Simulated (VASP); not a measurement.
# Be64C31 (a cell with a defect) in VASP: single point with PBEsol

Aim: the single point of Be64C31 (a cell with a defect) with PBEsol.

Program: VASP 6.6.1. These are calculated values, not measurements. Logs are shortened: lines on timing, memory, paths and dates and some standing lists are left out, and cuts for length are marked.

## (1) The cell of the first run

The cell holds a defect, 95 atoms: a = 8.621 Å, b = 8.621 Å, c = 8.621 Å, α = 90.00°, β = 90.00°, γ = 90.00°.

## (2) Single point, PBEsol

INCAR reads:

```
SYSTEM = Be64C31
PREC = Accurate ; ENCUT = 520
EDIFF = 1E-6 ; ISMEAR = -1
SIGMA = 0.05 ; LREAL = Auto
LASPH = .TRUE. ; NELM = 80
ALGO = Normal ; ISIF = 2
LWAVE = .FALSE. ; LCHARG = .TRUE.
GGA = PS ; LELF = .TRUE.
LVHAR = .TRUE. ; NELECT = 256.0
ISYM = 0 ; NBANDS = 179
```

KPOINTS reads:

```
Automatic mesh
0
Gamma
  1 1 1
  0.25 0.25 0.25
```

POSCAR reads:

```
Be64C31
1.0
    8.6212760000      0.0000000000      0.0000000000
    0.0000000000      8.6212760000      0.0000000000
    0.0000000000      0.0000000000      8.6212760000
Be C
64 31
Direct
    0.3775370000      0.1269390000      0.1271240000
    0.3763410000      0.1283540000      0.6275840000
    0.3763360000      0.6274080000      0.1285340000
    0.3785220000      0.6314240000      0.6316130000
    0.8759540000      0.1265370000      0.1267280000
    0.8763760000      0.1235610000      0.6258390000
    0.8763680000      0.6256570000      0.1237510000
    0.8460820000      0.6225730000      0.6227670000
    0.1268680000      0.3776110000      0.1271240000
    0.1282820000      0.3764090000      0.6275850000
    0.1264660000      0.8760270000      0.1267260000
    0.1234960000      0.8764460000      0.6258400000
    0.6273360000      0.3764060000      0.1285340000
    0.6313570000      0.3786030000      0.6316080000
    0.6255850000      0.8764430000      0.1237550000
    0.6225170000      0.8462020000      0.6227770000
    0.1268670000      0.1269380000      0.3777880000
    0.1264710000      0.1265400000      0.8762050000
    0.1282830000      0.6274050000      0.3765920000
    0.1234900000      0.6256580000      0.8766230000
    0.6273310000      0.1283560000      0.3765940000
    0.6255840000      0.1235580000      0.8766280000
    0.6313600000      0.6314230000      0.3787710000
    0.6225070000      0.6225730000      0.8462870000
    0.1271360000      0.1272050000      0.1273880000
    0.1268860000      0.1269500000      0.6258740000
    0.1268770000      0.6256960000      0.1271360000
    0.1212180000      0.6269830000      0.6271730000
    0.6256240000      0.1269450000      0.1271420000
    0.6269130000      0.1212960000      0.6271700000
    0.6269190000      0.6269850000      0.1214660000
    0.5077320000      0.5078020000      0.5079830000
    0.3787570000      0.3788370000      0.3790120000
    0.3763350000      0.3764020000      0.8766160000
    0.3763280000      0.8764410000      0.3765840000
    0.3745840000      0.8785900000      0.8787750000
    0.8763620000      0.3764000000      0.3765890000
    0.8785170000      0.3746490000      0.8787740000
    0.8785280000      0.8786000000      0.3748360000
    0.8740160000      0.8740800000      0.8742710000
    0.3763930000      0.3764610000      0.1288760000
    0.3808750000      0.3809370000      0.6288500000
    0.3777660000      0.8778810000      0.1270770000
    0.3749280000      0.8771400000      0.6294510000
    0.8778110000      0.3778320000      0.1270760000
    0.8770720000      0.3749890000      0.6294550000
    0.8763920000      0.8764600000      0.1252090000
    0.8732920000      0.8733470000      0.6224490000
    0.3763910000      0.1287020000      0.3766480000
    0.3777690000      0.1268840000      0.8780620000
    0.3808800000      0.6286820000      0.3811340000
    0.3749320000      0.6292700000      0.8773200000
    0.8778060000      0.1268890000      0.3780280000
    0.8763910000      0.1250180000      0.8766490000
    0.8770680000      0.6292720000      0.3751910000
    0.8732880000      0.6222500000      0.8735540000
    0.1286220000      0.3764590000      0.3766460000
    0.1268170000      0.3778330000      0.8780640000
    0.1268230000      0.8778790000      0.3780260000
    0.1249560000      0.8764620000      0.8766500000
    0.6286000000      0.3809390000      0.3811300000
    0.6292010000      0.3749930000      0.8773210000
    0.6291990000      0.8771380000      0.3751900000
    0.6221930000      0.8733470000      0.8735580000
    0.0016770000      0.0017500000      0.0019300000
    0.0028340000      0.0029000000      0.5009850000
    0.0028280000      0.5007990000      0.0030860000
    0.0005210000      0.5004560000      0.5006380000
    0.5007290000      0.0028970000      0.0030890000
    0.5003850000      0.0005920000      0.5006380000
    0.5003850000      0.5004550000      0.0007820000
    0.2506820000      0.2507540000      0.0027910000
    0.2478940000      0.2479680000      0.5022750000
    0.2489580000      0.7528080000      0.0031920000
    0.2452840000      0.7570310000      0.5014890000
    0.7527380000      0.2490240000      0.0031920000
    0.7569560000      0.2453510000      0.5014920000
    0.7517930000      0.7518630000      0.9998220000
    0.7601420000      0.7602180000      0.4914180000
    0.2506840000      0.0026100000      0.2509380000
    0.2489600000      0.0030050000      0.7529920000
    0.2478880000      0.5020860000      0.2481440000
    0.2452820000      0.5013050000      0.7572120000
    0.7527370000      0.0030030000      0.2492180000
    0.7517900000      0.9996240000      0.7520440000
    0.7569610000      0.5013050000      0.2455400000
    0.7601520000      0.4912150000      0.7604020000
    0.0025360000      0.2507540000      0.2509370000
    0.0029380000      0.2490250000      0.7529920000
    0.0029350000      0.7528070000      0.2492150000
    0.9995620000      0.7518610000      0.7520460000
    0.5020220000      0.2479660000      0.2481470000
    0.5012360000      0.2453500000      0.7572100000
    0.5012340000      0.7570330000      0.2455400000
    0.4911540000      0.7602210000      0.7603950000
```

Potentials or basis: VASP PAW PBE potentials, release 64 (Be, C).

Run with:

```sh
$ cat potpaw_PBE.64/Be/POTCAR potpaw_PBE.64/C/POTCAR > POTCAR
$ mpirun -np 1 vasp_std > vasp.out
```

OUTCAR:

```text
SYSTEM = Be64C31
   PREC = Accurate
   ENCUT = 520
   EDIFF = 1E-6
   ISMEAR = -1
   LREAL = Auto
   LASPH = .TRUE.
   NELM = 80
   ISIF = 2
   GGA = PS
   NELECT = 256.0
   ISYM = 0

 ion  position               nearest neighbor table
   1  0.378  0.127  0.127-  92 1.82  69 1.85  80 1.87  72 1.87  29 2.14  43 2.15  50 2.15  41 2.15
                            49 2.15  25 2.16
   2  0.376  0.128  0.628-  93 1.85  73 1.86  81 1.88  70 1.89  26 2.15  50 2.16  30 2.16  49 2.16
                            44 2.17  42 2.18
   3  0.376  0.627  0.129-  94 1.85  82 1.86  74 1.88  71 1.89  27 2.15  43 2.16  31 2.16  41 2.16
                            52 2.17  51 2.18
   4  0.379  0.631  0.632-  95 1.85  32 1.87  83 1.94  75 1.94  52 2.12  44 2.12  51 2.16  42 2.16
                            28 2.22
   5  0.876  0.127  0.127-  76 1.84  84 1.84  88 1.87  65 1.87  47 2.16  54 2.16  29 2.16  25 2.17
                            45 2.17  53 2.17
   6  0.876  0.124  0.626-  77 1.82  66 1.85  85 1.87  89 1.89  53 2.14  30 2.15  48 2.16  26 2.16
                            54 2.16  46 2.17
   7  0.876  0.626  0.124-  86 1.82  67 1.85  78 1.87  90 1.89  45 2.14  31 2.15  56 2.16  27 2.16
                            47 2.16  55 2.17
   8  0.846  0.623  0.623-  87 1.80  79 1.80  68 2.00  91 2.06  55 2.15  46 2.15  48 2.17  56 2.17
                            28 2.37
   9  0.127  0.378  0.127-  82 1.82  67 1.85  88 1.87  72 1.87  27 2.14  45 2.15  58 2.15  57 2.15
[... 166 lines left out ...]
  94  0.501  0.757  0.246-  43 1.81  15 1.82   3 1.85  35 1.87  63 1.88  31 1.89  51 1.92  23 1.94

  95  0.491  0.760  0.760-  36 1.76  64 1.78  24 1.80  16 1.80  44 1.82  52 1.82   4 1.85

IMPORTANT INFORMATION: All symmetrisations will be switched off!
NOSYMM: (Re-)initialisation of all symmetry stuff for point group C_1.

----------------------------------------------------------------------------------------

                                     Primitive cell

  volume of cell :     640.7884

  direct lattice vectors                    reciprocal lattice vectors
     8.621276000  0.000000000  0.000000000     0.115992111  0.000000000  0.000000000
     0.000000000  8.621276000  0.000000000     0.000000000  0.115992111  0.000000000
     0.000000000  0.000000000  8.621276000     0.000000000  0.000000000  0.115992111

  length of vectors
     8.621276000  8.621276000  8.621276000     0.115992111  0.115992111  0.115992111

  position of ions in fractional coordinates (direct lattice)
     0.377537000  0.126939000  0.127124000
     0.376341000  0.128354000  0.627584000
     0.376336000  0.627408000  0.128534000
     0.378522000  0.631424000  0.631613000
     0.875954000  0.126537000  0.126728000
     0.876376000  0.123561000  0.625839000
[... 87 lines left out ...]
     0.501234000  0.757033000  0.245540000
     0.491154000  0.760221000  0.760395000

  ion indices of the primitive-cell ions
   primitive index   ion index
[... 140 lines left out ...]
   PSTRESS=    0.0 pullay stress
   NELECT =     256.0000    total number of electrons
   NUPDOWN=      -1.0000    fix difference up-down
   EMIN   =  10.00;   EMAX   =-10.00  energy-range for DOS
   EFERMI =   0.00;   METHOD = LEGACY
   ISMEAR =    -1;   SIGMA  =   0.05  broadening in eV -4-tet -1-fermi 0-gaus
   EFERMI_NEDOS =   21; number of points for ismear=-14 and -15
   IALGO  =     38    algorithm
   IMIX   =      4    mixing-type and parameters
     AMIX     =   0.40;   BMIX     =  1.00
     AMIX_MAG =   1.60;   BMIX_MAG =  1.00
  volume/ion in A,a.u.               =       6.75        45.52
  Fermi-wavevector in a.u.,A,eV,Ry     =   1.205730  2.278499 19.779932  1.453784
  Thomas-Fermi vector in A             =   2.341418
   LORBIT       =      0    0 simple, 1 ext, 2 COOP (PROOUT), +10 PAW based schemes
   GGA     = PS    functional components
   LHFCALC =     F    Hartree Fock is set to
   AEXX    =    0.0000 exact exchange contribution
   IVDW    =     0    specifies the selected vdW correction
   LEPSILON=     F    determine dielectric tensor
   LRPA    =     F    only Hartree local field effects (RPA)
 non-spin polarized calculation
  energy-cutoff  :      520.00
  volume of cell :      640.79
 maximum number of plane-waves:     17254
   NGX = 33   NGY = 33   NGZ = 33

 number of electron     256.0000006 magnetization

 Free energy of the ion-electron system (eV)
  ---------------------------------------------------
  ext. energy  EPLUGINS =         0.00000000
  ---------------------------------------------------
  free energy    TOTEN  =      -539.70008668 eV

  energy without entropy =     -539.69939018  energy(sigma->0) =     -539.69973843

 E-fermi :   9.3655     XC(G=0): -11.5740

 val. band max:        8.9863088112   @ k =   0.2500  -0.2500   0.2500
 cond. band min:       9.7797251806   @ k =   0.2500  -0.2500   0.2500
 fundamental gap:      0.7934163693
 Fermi energy:         9.3654682853

 k-point     1 :       0.2500    0.2500    0.2500
  band No.  band energies     occupation
      1      -7.3025      2.00000
      2      -6.6782      2.00000
      3      -6.6782      2.00000
      4      -6.4900      2.00000
      5      -6.0104      2.00000
      6      -6.0102      2.00000
[... 561 lines left out ...]
    139      12.0224      0.00000
    140      12.1014      0.00000
 [bands above 140 left out]

------------------------ aborting loop because EDIFF is reached ----------------------------------------

  FORCE on cell =-STRESS in cart. coord.  units (eV):
  Direction    XX          YY          ZZ          XY          YZ          ZX
  --------------------------------------------------------------------------------------
  -------------------------------------------------------------------------------------
  Total       50.0428812     50.0415462     50.0420724     -2.1312557     -2.1339302     -2.1300648
  in kB      125.1233151    125.1199772    125.1212928     -5.3288254     -5.3355124     -5.3258478
  external PRESSURE =     125.1215284 kB  Pullay stress =       0.0000000 kB

 VOLUME and BASIS-vectors are now :
 -----------------------------------------------------------------------------
  energy-cutoff  :      520.00
  volume of cell :      640.79
      direct lattice vectors                 reciprocal lattice vectors
     8.621276000  0.000000000  0.000000000     0.115992111  0.000000000  0.000000000
     0.000000000  8.621276000  0.000000000     0.000000000  0.115992111  0.000000000
     0.000000000  0.000000000  8.621276000     0.000000000  0.000000000  0.115992111

 POSITION                                       TOTAL-FORCE (eV/Angst)
 -----------------------------------------------------------------------------------
      3.25485      1.09438      1.09597         0.024170     -0.009046     -0.009510
      3.24454      1.10658      5.41057         0.037827      0.019736     -0.001814
      3.24450      5.40906      1.10813         0.038309     -0.002430      0.019997
      3.26334      5.44368      5.44531         0.066656     -0.000184     -0.000751
      7.55184      1.09091      1.09256         0.031092      0.026431      0.026234
      7.55548      1.06525      5.39553         0.017597      0.034824      0.000081
[... 87 lines left out ...]
      4.32128      6.52659      2.11687         0.022178     -0.045686      0.007656
      4.23437      6.55408      6.55558        -0.036229      0.019187      0.019210
 -----------------------------------------------------------------------------------
    total drift:                                0.029804      0.028745      0.050370

  FREE ENERGIE OF THE ION-ELECTRON SYSTEM (eV)
  ---------------------------------------------------
  free  energy   TOTEN  =      -539.7000866835 eV

  energy  without entropy=     -539.6993901844  energy(sigma->0) =     -539.69973843
```

Run time: 23 min. Hardware: 1 thread of AMD EPYC 7R43 (Zen 3), shared host; peak memory 0.73 GiB.

What came out:

* Free energy: -539.7001 eV
* Largest force: 0.080 eV/Å

Forces in eV/Å, atoms in the order of the input:
```
Be   0.024 -0.009 -0.010
Be   0.038  0.020 -0.002
Be   0.038 -0.002  0.020
Be   0.067  0.000 -0.001
Be   0.031  0.026  0.026
Be   0.018  0.035  0.000
Be   0.018  0.000  0.035
Be   0.069  0.016  0.015
Be  -0.009  0.024 -0.010
Be   0.020  0.038 -0.002
Be   0.027  0.031  0.026
Be   0.035  0.017  0.000
Be  -0.002  0.038  0.020
Be   0.000  0.066  0.000
Be   0.000  0.017  0.035
Be   0.016  0.068  0.015
Be  -0.009 -0.009  0.024
Be   0.026  0.026  0.031
Be   0.020 -0.002  0.038
Be   0.036 -0.001  0.018
Be  -0.002  0.020  0.038
Be   0.000  0.035  0.018
Be   0.000  0.000  0.066
Be   0.015  0.015  0.070
Be  -0.039 -0.039 -0.039
Be  -0.052 -0.052  0.018
Be  -0.052  0.018 -0.052
Be  -0.023 -0.007 -0.008
Be   0.018 -0.052 -0.053
Be  -0.007 -0.023 -0.008
Be  -0.008 -0.008 -0.023
Be  -0.041 -0.041 -0.042
Be   0.029  0.029  0.029
Be   0.004  0.005  0.011
Be   0.005  0.011  0.005
Be  -0.004  0.051  0.051
Be   0.011  0.005  0.004
Be   0.052 -0.005  0.052
Be   0.050  0.049 -0.003
Be   0.026  0.026  0.026
Be  -0.006 -0.006 -0.054
Be  -0.008 -0.007 -0.016
Be  -0.024 -0.016 -0.024
Be  -0.011 -0.037 -0.010
Be  -0.016 -0.024 -0.024
Be  -0.037 -0.010 -0.010
Be  -0.030 -0.030 -0.051
Be   0.023  0.024 -0.005
Be  -0.006 -0.054 -0.007
Be  -0.024 -0.023 -0.016
Be  -0.008 -0.016 -0.009
Be  -0.011 -0.010 -0.036
Be  -0.016 -0.024 -0.025
Be  -0.030 -0.051 -0.030
Be  -0.037 -0.010 -0.011
Be   0.023 -0.004  0.023
Be  -0.054 -0.006 -0.007
Be  -0.023 -0.024 -0.016
Be  -0.024 -0.016 -0.025
Be  -0.051 -0.030 -0.030
Be  -0.016 -0.007 -0.008
Be  -0.010 -0.010 -0.036
Be  -0.010 -0.037 -0.011
Be  -0.005  0.024  0.023
C    0.022  0.021  0.023
C    0.003  0.004  0.000
C    0.004  0.001  0.004
C    0.026  0.006  0.010
C    0.002  0.005  0.005
C    0.008  0.028  0.008
C    0.008  0.008  0.026
C    0.003  0.004  0.013
C   -0.013 -0.014 -0.078
C    0.005  0.000 -0.007
C    0.008 -0.045  0.024
C   -0.001  0.005 -0.007
C   -0.045  0.008  0.024
C    0.014  0.012 -0.018
C    0.018  0.020 -0.034
C    0.003  0.012  0.004
C    0.007 -0.005  0.001
C   -0.014 -0.076 -0.017
C    0.007  0.023 -0.043
C    0.000 -0.006  0.005
C    0.013 -0.017  0.014
C   -0.047  0.022  0.008
C    0.018 -0.036  0.019
C    0.012  0.003  0.004
C   -0.007  0.006  0.000
C   -0.005  0.000  0.004
C   -0.019  0.015  0.015
C   -0.073 -0.020 -0.016
C    0.022  0.008 -0.043
C    0.022 -0.046  0.008
C   -0.036  0.019  0.019
```

Caveat: the cell carries a net charge on a neutralising background, which shifts energy and pressure; the cell is charged against a uniform background, so pressure and absolute levels hang on convention; the PAW data sets were made with another functional, which shifts forces and pressure a little.
